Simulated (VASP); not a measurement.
Rh, 2 atoms in the cell. It takes space group P6_3/mmc (No. 194, hexagonal). The conventional cell has a = 2.731 Å, b = 2.731 Å, c = 4.428 Å, α = 90.00°, β = 90.00°, γ = 120.00°. Within 3.6 Å of Rh (site symmetry -6m2) lie 12 Rh at 2.72 to 2.73 Å. This isn't the form of Rh at room conditions, which is fcc.

* Program: VASP 6.6.1
* Task: single point
* Functional: PBEsol
* Potentials or basis: VASP PAW PBE potentials, release 64 (Rh_sv_GW)
* Cutoff: 620 eV
* k mesh: 6 × 6 × 4
* Occupations: tetrahedron
* Spin: no spin polarisation
* Dipole correction: no
* Further INCAR settings: ALGO = Normal; EDIFF = 1e-06; NBANDS = 24

Potentials or basis: VASP PAW PBE potentials, release 64 (Rh_sv_GW).

Run with:

```bash
$ cat potpaw_PBE.64/Rh_sv_GW/POTCAR > POTCAR
$ mpirun -np 1 vasp_std > vasp.out
```

Hardware: 1 thread of AMD EPYC 7R13 Processor (Zen 3), with other jobs on the host.

Estimate the wall time of this run.

It took 22 s on 1 thread of AMD EPYC 7R13 Processor (Zen 3) (shared host), peak memory 0.14 GiB. Counts: scf iterations 15, k points 21.
